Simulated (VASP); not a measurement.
K: single point with r2SCAN

The system is K.

```
CELL_PARAMETERS angstrom
4.76843 0.00000 0.00000
-2.38422 4.12959 0.00000
0.00000 0.00000 15.69920
ATOMIC_POSITIONS crystal
K 0.00000 0.00000 0.00000
K 0.33333 0.66667 0.75000
K 0.00000 0.00000 0.50000
K 0.66667 0.33333 0.25000
```

This isn't the form of K at room conditions, which is bcc.

```yaml
Program: VASP 6.6.1
Task: single point
Functional: r2SCAN
Potentials_or_basis: VASP PAW PBE potentials, release 64 (K_sv)
Cutoff: 520 eV
k_mesh: 6 × 6 × 2
Occupations: gaussian, width 0.1 eV
Spin: no spin polarisation
```

* Pressure: 0.0 GPa
* Band gap on the k mesh: zero (bands 18 and 19 overlap by 2.40 eV)

Stress tensor (GPa, compression positive):
```
 0.06  0.00  0.00
 0.00  0.06  0.00
 0.00  0.00 -0.23
```

Levels at points of the mesh, in eV from the Fermi level:
```csv
k point,band 14,band 15,band 16,band 17,band 18,band 19,band 20,band 21,band 22,band 23
"(0.00, 0.00, 0.00)",-16.33,-16.33,-16.33,-2.21,-1.48,-1.48,0.45,0.46,2.94,2.95
"(0.50, 0.00, 0.00)",-16.35,-16.34,-16.34,0.23,0.23,0.74,0.79,0.80,0.88,1.92
"(0.00, 0.00, 0.50)",-16.33,-16.33,-16.33,-2.03,-2.03,-0.63,-0.63,1.69,1.69,4.05
"(0.50, 0.00, 0.50)",-16.35,-16.34,-16.34,0.37,0.37,0.38,0.38,1.33,1.33,1.59
```

Run time: 7.4 min on 1 thread of Intel(R) Xeon(R) Platinum 8259CL CPU @ 2.50GHz (Skylake/Cascade Lake) (shared host), peak memory 0.45 GiB.

Caveat: the PAW data sets were made with another functional, which shifts forces and pressure a little.
